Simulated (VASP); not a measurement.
# Ti3HN3 in VASP: a series of runs

Runs on Ti3HN3. Level: PBE. Tasks: single point, relaxation of the atoms.

Everything below comes from runs of VASP 6.6.1. Logs are shortened: lines on timing, memory, paths and dates and some standing lists are left out, and cuts for length are marked.

## Step 1: The cell of the first run

The cell holds a slab with vacuum, 7 atoms: a = 3.003 Å, b = 3.003 Å, c = 19.758 Å, α = 90.00°, β = 90.00°, γ = 90.00°.

## Step 2: Single point, PBE

INCAR reads:

```
PREC = Accurate
ENCUT = 520
EDIFF = 1E-7
ISMEAR = 0
SIGMA = 0.1
LREAL = F
LASPH = T
NELM = 60
ALGO = Normal
ISIF = 2
LWAVE = F
LCHARG = T
LDIPOL = T
IDIPOL = 3
DIPOL = 0.5 0.5 0.330
GGA = PE
LELF = T
LVHAR = T
LVACPOTAV = T
NBANDS = 35
```

KPOINTS reads:

```
regular mesh
0
Gamma
  9 9 1
```

POSCAR reads:

```
Ti3HN3
1.0
    3.0028555065      0.0000000000      0.0000000000
    0.0000000000      3.0028555065      0.0000000000
    0.0000000000      0.0000000000     19.7584945265
Ti N H
3 3 1
Direct
    0.5000000000      0.5000000000      0.2024445736
    0.0000000000      0.0000000000      0.3072496201
    0.5000000000      0.5000000000      0.4076776418
    0.0000000000      0.0000000000      0.2024445736
    0.5000000000      0.5000000000      0.3055678856
    0.0000000000      0.0000000000      0.4179718508
    0.1250000000      0.1250000000      0.4671837869
```

Potentials or basis: VASP PAW PBE potentials, release 64 (Ti_sv, N, H).

The run is started by

```
$ cat potpaw_PBE.64/Ti_sv/POTCAR potpaw_PBE.64/N/POTCAR potpaw_PBE.64/H/POTCAR > POTCAR
$ mpirun -np 1 vasp_std > vasp.out
```

OUTCAR:

```text
PREC = Accurate
   ENCUT = 520
   EDIFF = 1E-7
   ISMEAR = 0
   LREAL = F
   LASPH = T
   NELM = 60
   ISIF = 2
   GGA = PE

 ion  position               nearest neighbor table
   1  0.500  0.500  0.202-   5 2.04   4 2.12   4 2.12   4 2.12   4 2.12
   2  0.000  0.000  0.307-   4 2.07   5 2.12   5 2.12   5 2.12   5 2.12   6 2.19   3 2.91   3 2.91
                             3 2.91   3 2.91
   3  0.500  0.500  0.408-   5 2.02   6 2.13   6 2.13   6 2.13   6 2.13   2 2.91   2 2.91   2 2.91
                             2 2.91
   4  0.000  0.000  0.202-   2 2.07   1 2.12   1 2.12   1 2.12   1 2.12
   5  0.500  0.500  0.306-   3 2.02   1 2.04   2 2.12   2 2.12   2 2.12   2 2.12
   6  0.000  0.000  0.418-   7 1.11   3 2.13   3 2.13   3 2.13   3 2.13   2 2.19
   7  0.125  0.125  0.467-   6 1.11

  LATTYP: Found a simple tetragonal cell.
 ALAT       =     3.0028555065
 C/A-ratio  =     6.5799018580

  Lattice vectors:

 A1 = (   3.0028555065,   0.0000000000,   0.0000000000)
 A2 = (   0.0000000000,   3.0028555065,   0.0000000000)
 A3 = (   0.0000000000,   0.0000000000,  19.7584945265)

Analysis of symmetry for initial positions (statically):
=====================================================================
 Subroutine PRICEL returns:
 Original cell was already a primitive cell.

 Routine SETGRP: Setting up the symmetry group for a
 simple tetragonal supercell.

 Subroutine GETGRP returns: Found  2 space group operations
 (whereof  2 operations were pure point group operations)
 out of a pool of 16 trial point group operations.

The static configuration has the point symmetry C_1h.

Analysis of symmetry for dynamics (positions and initial velocities):
=====================================================================
 Subroutine PRICEL returns:
 Original cell was already a primitive cell.

 Routine SETGRP: Setting up the symmetry group for a
 simple tetragonal supercell.

 Subroutine GETGRP returns: Found  2 space group operations
 (whereof  2 operations were pure point group operations)
 out of a pool of 16 trial point group operations.

The dynamic configuration has the point symmetry C_1h.

 Subroutine INISYM returns: Found  2 space group operations
 (whereof  2 operations are pure point group operations),
 and found     1 'primitive' translations

----------------------------------------------------------------------------------------

                                     Primitive cell

  volume of cell :     178.1651

  direct lattice vectors                    reciprocal lattice vectors
     3.002855506  0.000000000  0.000000000     0.333016357  0.000000000  0.000000000
     0.000000000  3.002855506  0.000000000     0.000000000  0.333016357  0.000000000
     0.000000000  0.000000000 19.758494527     0.000000000  0.000000000  0.050611143

  length of vectors
     3.002855506  3.002855506 19.758494527     0.333016357  0.333016357  0.050611143

  position of ions in fractional coordinates (direct lattice)
     0.500000000  0.500000000  0.202444574
     0.000000000  0.000000000  0.307249620
     0.500000000  0.500000000  0.407677642
     0.000000000  0.000000000  0.202444574
     0.500000000  0.500000000  0.305567886
     0.000000000  0.000000000  0.417971851
     0.125000000  0.125000000  0.467183787

  ion indices of the primitive-cell ions
   primitive index   ion index
                 1           1
                 2           2
                 3           3
                 4           4
                 5           5
                 6           6
                 7           7

----------------------------------------------------------------------------------------

 KPOINTS: regular mesh

Automatic generation of k-mesh.
 Grid dimensions read from file:
 generate k-points for:    9    9    1

 Generating k-lattice:

  Cartesian coordinates                     Fractional coordinates (reciprocal lattice)
     0.037001817  0.000000000  0.000000000     0.111111111  0.000000000  0.000000000
     0.000000000  0.037001817  0.000000000     0.000000000  0.111111111  0.000000000
     0.000000000  0.000000000  0.050611143     0.000000000  0.000000000  1.000000000

  Length of vectors
     0.037001817  0.037001817  0.050611143

  Shift w.r.t. Gamma in fractional coordinates (k-lattice)
     0.000000000  0.000000000  0.000000000

 Subroutine IBZKPT returns following result:
 ===========================================

 Found     25 irreducible k-points:

 Following reciprocal coordinates:
            Coordinates               Weight
  0.000000  0.000000  0.000000      1.000000
  0.111111  0.000000  0.000000      4.000000
  0.222222  0.000000  0.000000      4.000000
  0.333333  0.000000  0.000000      4.000000
  0.444444  0.000000  0.000000      4.000000
  0.111111  0.111111  0.000000      2.000000
[... 16 lines left out ...]
 -0.333333  0.444444  0.000000      4.000000
  0.444444  0.444444  0.000000      2.000000
   k-points           NKPTS =     25   k-points in BZ     NKDIM =     25   number of bands    NBANDS=     35
   number of dos      NEDOS =    301   number of ions     NIONS =      7
   total plane-waves  NPLWV =  86400
   dimension x,y,z NGX =    24 NGY =   24 NGZ =  150
   dimension x,y,z NGXF=    48 NGYF=   48 NGZF=  300
   ions per type =               3   3   1
   NGX,Y,Z   is equivalent  to a cutoff of  13.29, 13.29, 12.62 a.u.
   NGXF,Y,Z  is equivalent  to a cutoff of  26.57, 26.57, 25.24 a.u.
 SYSTEM =  unknown system
   PREC   = accura    normal or accurate (medium, high low for compatibility)
   ISTART =      0    job   : 0-new  1-cont  2-samecut
   ICHARG =      2    charge: 1-file 2-atom 10-const
   ISPIN  =      1    spin polarized calculation?
   LNONCOLLINEAR =      F non collinear calculations
   LSORBIT =      F    spin-orbit coupling
   LASPH  =      T    aspherical Exc in radial PAW
   ENCUT  =  520.0 eV  38.22 Ry    6.18 a.u.   5.58  5.58 36.74*2*pi/ulx,y,z
   NELM   =     60;   NELMIN=  2; NELMDL= -5     # of ELM steps
   EDIFF  = 0.1E-06   stopping-criterion for ELM
   LREAL  =      F    real-space projection
   EDIFFG = 0.1E-05   stopping-criterion for IOM
   NSW    =      0    number of steps for IOM
   IBRION =     -1    ionic relax: 0-MD 1-quasi-New 2-CG
   NFREE  =      0    steps in history (QN), initial steepest desc. (CG)
   ISIF   =      2    stress and relaxation
   ISYM   =      2    0-nonsym 1-usesym 2-fastsym
   POTIM  = 0.5000    time-step for ionic-motion
   TEBEG  =    0.0;   TEEND  =   0.0 temperature during run
   PSTRESS=    0.0 pullay stress
   NELECT =      52.0000    total number of electrons
   NUPDOWN=      -1.0000    fix difference up-down
   EMIN   =  10.00;   EMAX   =-10.00  energy-range for DOS
   EFERMI =   0.00;   METHOD = LEGACY
   ISMEAR =     0;   SIGMA  =   0.10  broadening in eV -4-tet -1-fermi 0-gaus
   EFERMI_NEDOS =   21; number of points for ismear=-14 and -15
   IALGO  =     38    algorithm
   IMIX   =      4    mixing-type and parameters
     AMIX     =   0.40;   BMIX     =  1.00
     AMIX_MAG =   1.60;   BMIX_MAG =  1.00
  volume/ion in A,a.u.               =      25.45       171.76
  Fermi-wavevector in a.u.,A,eV,Ry     =   1.085930  2.052110 16.044579  1.179243
  Thomas-Fermi vector in A             =   2.222055
   LORBIT       =      0    0 simple, 1 ext, 2 COOP (PROOUT), +10 PAW based schemes
   GGA     = PE    functional components
   LHFCALC =     F    Hartree Fock is set to
   AEXX    =    0.0000 exact exchange contribution
   IVDW    =     0    specifies the selected vdW correction
   LEPSILON=     F    determine dielectric tensor
   LRPA    =     F    only Hartree local field effects (RPA)
 non-spin polarized calculation
 Gauss-broadening in eV      SIGMA  =   0.10
  energy-cutoff  :      520.00
  volume of cell :      178.17
 maximum number of plane-waves:      4826
   NGX = 11   NGY = 11   NGZ = 73

 dipolmoment           0.000000      0.000000     -0.005693 electrons x Angstroem

 number of electron      52.0000000 magnetization

 dipolmoment           0.000000      0.000000      0.031016 electrons x Angstroem

 Free energy of the ion-electron system (eV)
  ---------------------------------------------------
  ext. energy  EPLUGINS =         0.00000000
  ---------------------------------------------------
  free energy    TOTEN  =       -59.67293042 eV

  energy without entropy =      -59.66164209  energy(sigma->0) =      -59.66728626

 E-fermi :   1.9231     XC(G=0):  -5.3717

 val. band max:        1.9125831916   @ k =   0.0000   0.0000   0.0000
 cond. band min:       1.9289820272   @ k =   0.1111   0.0000   0.0000
 fundamental gap:      0.0163988356
 Fermi energy:         1.9230801388

 k-point     1 :       0.0000    0.0000    0.0000
  band No.  band energies     occupation
      1     -56.0914      2.00000
      2     -55.7608      2.00000
      3     -55.6128      2.00000
      4     -32.5522      2.00000
      5     -32.1688      2.00000
      6     -32.1605      2.00000
[... 27 lines left out ...]
     34       3.4198      0.00000
     35       3.4691      0.00000

 k-point     2 :       0.1111    0.0000    0.0000
  band No.  band energies     occupation
      1     -56.0874      2.00000
      2     -55.7553      2.00000
      3     -55.6109      2.00000
      4     -32.5493      2.00000
      5     -32.2241      2.00000
      6     -32.1580      2.00000
[... 27 lines left out ...]
     34       3.5830      0.00000
     35       3.7758      0.00000

 k-point     3 :       0.2222    0.0000    0.0000
  band No.  band energies     occupation
      1     -56.0773      2.00000
      2     -55.7410      2.00000
      3     -55.6064      2.00000
      4     -32.5464      2.00000
      5     -32.3302      2.00000
      6     -32.1782      2.00000
[... 27 lines left out ...]
     34       4.0034      0.00000
     35       4.2776      0.00000
[... 723 lines left out ...]
 k-point    23 :      -0.3333    0.4444    0.0000
  band No.  band energies     occupation
      1     -56.0359      2.00000
      2     -55.6888      2.00000
      3     -55.5757      2.00000
      4     -32.4938      2.00000
      5     -32.4430      2.00000
      6     -32.3642      2.00000
[... 27 lines left out ...]
     34       4.3668      0.00000
     35       4.5587      0.00000

 k-point    24 :       0.4444    0.4444    0.0000
  band No.  band energies     occupation
      1     -56.0293      2.00000
      2     -55.6817      2.00000
      3     -55.5688      2.00000
      4     -32.4706      2.00000
      5     -32.4323      2.00000
      6     -32.4283      2.00000
[... 27 lines left out ...]
     34       4.4192      0.00000
     35       4.4907      0.00000

 [... further k-points ...]
[... 5 lines left out ...]
  --------------------------------------------------------------------------------------
  -------------------------------------------------------------------------------------
  Total       -0.9653639     -0.9653639      0.6262770     -0.1872244     -0.7630318     -0.7630314
  in kB       -8.6811834     -8.6811834      5.6318923     -1.6836439     -6.8616809     -6.8616770
  external PRESSURE =      -3.9101582 kB  Pullay stress =       0.0000000 kB

 VOLUME and BASIS-vectors are now :
 -----------------------------------------------------------------------------
  energy-cutoff  :      520.00
  volume of cell :      178.17
      direct lattice vectors                 reciprocal lattice vectors
     3.002855506  0.000000000  0.000000000     0.333016357  0.000000000  0.000000000
     0.000000000  3.002855506  0.000000000     0.000000000  0.333016357  0.000000000
     0.000000000  0.000000000 19.758494527     0.000000000  0.000000000  0.050611143

 POSITION                                       TOTAL-FORCE (eV/Angst)
 -----------------------------------------------------------------------------------
      1.50143      1.50143      4.00000         0.034142      0.034142      1.547040
      0.00000      0.00000      6.07079         0.164458      0.164458     -0.299540
      1.50143      1.50143      8.05510         0.299893      0.299893     -1.272025
      0.00000      0.00000      4.00000        -0.043735     -0.043735     -1.456126
      1.50143      1.50143      6.03756        -0.043297     -0.043297     -0.065689
      0.00000      0.00000      8.25849         0.081723      0.081723      1.522771
      0.37536      0.37536      9.23085        -0.493183     -0.493183      0.023570
 -----------------------------------------------------------------------------------
    total drift:                               -0.000002     -0.000002      0.000357

  FREE ENERGIE OF THE ION-ELECTRON SYSTEM (eV)
  ---------------------------------------------------
  free  energy   TOTEN  =       -59.6729304186 eV

  energy  without entropy=      -59.6616420936  energy(sigma->0) =      -59.66728626

 vacuum level on the upper side and lower side of the slab         5.154         4.531
```

It took 2.4 min on 1 thread of Intel Xeon 6975P-C (Granite Rapids), shared host; peak memory 0.35 GiB.

Results:

- Free energy: -59.6729 eV
- Largest force: 1.548 eV/Å
- Band gap on the k mesh: zero (bands 26 and 27 overlap by 1.67 eV)

Forces on the atoms (eV/Å):
```
Ti   0.034  0.034  1.547
Ti   0.164  0.164 -0.300
Ti   0.300  0.300 -1.272
N   -0.044 -0.044 -1.456
N   -0.043 -0.043 -0.066
N    0.082  0.082  1.523
H   -0.493 -0.493  0.024
```

## Step 3: Single point, PBE

INCAR reads:

```
ALGO = Normal
DIPOL = 0.5 0.5 0.334
EDIFF = 1E-6
ENCUT = 520
GGA = PE
IDIPOL = 3
ISIF = 2
ISMEAR = 0
LASPH = True
LCHARG = False
LDIPOL = True
LREAL = False
LWAVE = False
NBANDS = 35
NELM = 80
PREC = Accurate
SIGMA = 0.1
```

KPOINTS reads:

```
k-points
0
Gamma
  9 9 1
```

POSCAR, as its differences from that of step 2:

```diff
@@ -14,2 +14,2 @@
     0.0000000000      0.0000000000      0.4179718508
-    0.1250000000      0.1250000000      0.4671837869
+    0.3750000000      0.3750000000      0.4924490630
```

Potentials or basis: VASP PAW PBE potentials, release 64 (Ti_sv, N, H).

The run is started by

```
$ cat potpaw_PBE.64/Ti_sv/POTCAR potpaw_PBE.64/N/POTCAR potpaw_PBE.64/H/POTCAR > POTCAR
$ mpirun -np 1 vasp_std > vasp.out
```

Run time: 2.5 min. Hardware: 1 thread of Intel Xeon 6975P-C (Granite Rapids), shared host; peak memory 0.35 GiB.

Results (log left out):

```yaml
Free_energy: -59.4328 eV
Largest_force: 3.198 eV/Å
Band_gap_on_the_k_mesh: zero (bands 26 and 27 overlap by 1.64 eV)
```

Forces in eV/Å, atoms in the order of the input:
```
Ti  -0.073 -0.073  1.099
Ti   0.033  0.033 -0.171
Ti   0.056  0.056  3.197
N    0.009  0.009 -1.408
N    0.026  0.026 -0.835
N   -0.263 -0.263 -1.883
H    0.213  0.213  0.002
```

Levels at points of the mesh, in eV from the Fermi level:
```tsv
k point	band 22	band 23	band 24	band 25	band 26	band 27	band 28	band 29	band 30	band 31
(0.00, 0.00, 0.00)	-2.38	-2.38	-1.57	-1.50	-1.49	-0.64	-0.43	0.30	0.31	0.81
```

## Step 4: Relaxation of the atoms, PBE

INCAR reads:

```
SYSTEM = Ti3HN3
PREC     = Accurate       ! precision mode
ENCUT    = 520            ! plane-wave cutoff, eV
EDIFF    = 1E-7           ! SCF threshold, eV
ISMEAR   = 0              ! smearing method
SIGMA    = 0.1            ! smearing width, eV
LREAL    = .FALSE.        ! projectors in reciprocal space
LASPH    = .TRUE.         ! aspherical terms in the spheres
NELM     = 80             ! most SCF steps
ALGO     = Normal         ! electronic algorithm
ISIF     = 2              ! what is computed and relaxed
LWAVE    = .FALSE.        ! write WAVECAR
LCHARG   = .FALSE.        ! write CHGCAR
LDIPOL   = .TRUE.       
IDIPOL   = 3            
DIPOL    = 0.5 0.5 0.334
GGA      = PE             ! functional
IBRION   = 2              ! ionic algorithm
NSW      = 36             ! ionic steps
EDIFFG   = -0.025         ! ionic threshold
```

KPOINTS reads:

```
regular mesh
0
G
  9 9 1
  0 0 0
```

POSCAR reads:

```
Ti3HN3
1.0
    3.0028555065      0.0000000000      0.0000000000
    0.0000000000      3.0028555065      0.0000000000
    0.0000000000      0.0000000000     19.7584945265
Ti N H
3 3 1
Selective dynamics
Direct
    0.5000000000      0.5000000000      0.2024445736  F F F
    0.0000000000      0.0000000000      0.3072496201  F F F
    0.5000000000      0.5000000000      0.4076776418  F F F
    0.0000000000      0.0000000000      0.2024445736  F F F
    0.5000000000      0.5000000000      0.3055678856  F F F
    0.0000000000      0.0000000000      0.4179718508  F F F
    0.3750000000      0.3750000000      0.4948125189  F F T
```

The run is started by

```
$ cat potpaw_PBE.64/Ti_sv/POTCAR potpaw_PBE.64/N/POTCAR potpaw_PBE.64/H/POTCAR > POTCAR
$ mpirun -np 1 vasp_std > vasp.out
```

Wall time 7.3 min (1 thread of Intel Xeon Platinum 8488C (Sapphire Rapids), shared host); peak memory 0.35 GiB.

The run converged. Its results:

| Item | Value |
| --- | --- |
| Free energy | -59.4328 eV |
| Energy gained by relaxing | 0.9 meV/atom |
| Ionic steps | 4 |
| Band gap on the k mesh | zero (bands 26 and 27 overlap by 1.64 eV) |

Step by step:
| step | energy change (eV) | largest force on free atoms (eV/Å) | pressure (GPa) |
| --- | --- | --- | --- |
| 1 | 0.0000 | 0.2724 | -1.55 |
| 2 | -0.0031 | 0.2013 | -1.48 |
| 3 | -0.0065 | 0.0256 | -1.29 |
| 4 | -0.0065 | 0.0019 | -1.31 |

Final structure:
```cif
data_structure
_symmetry_space_group_name_H-M 'P 1'
_symmetry_Int_Tables_number 1
_cell_length_a 3.0029
_cell_length_b 3.0029
_cell_length_c 19.7585
_cell_angle_alpha 90.000
_cell_angle_beta 90.000
_cell_angle_gamma 90.000
_cell_volume 178.17
loop_
_atom_site_label
_atom_site_type_symbol
_atom_site_fract_x
_atom_site_fract_y
_atom_site_fract_z
_atom_site_occupancy
Ti1 Ti 0.50000 0.50000 0.20244 1
Ti2 Ti 0.00000 0.00000 0.30725 1
Ti3 Ti 0.50000 0.50000 0.40768 1
N1 N 0.00000 0.00000 0.20244 1
N2 N 0.50000 0.50000 0.30557 1
N3 N 0.00000 0.00000 0.41797 1
H1 H 0.37500 0.37500 0.49248 1
```

Levels at points of the mesh, in eV from the Fermi level:
```tsv
k point	band 22	band 23	band 24	band 25	band 26	band 27	band 28	band 29	band 30	band 31
(0.00, 0.00, 0.00)	-2.38	-2.38	-1.57	-1.50	-1.49	-0.64	-0.43	0.30	0.31	0.81
```

(Continued in part 2 of 2.)
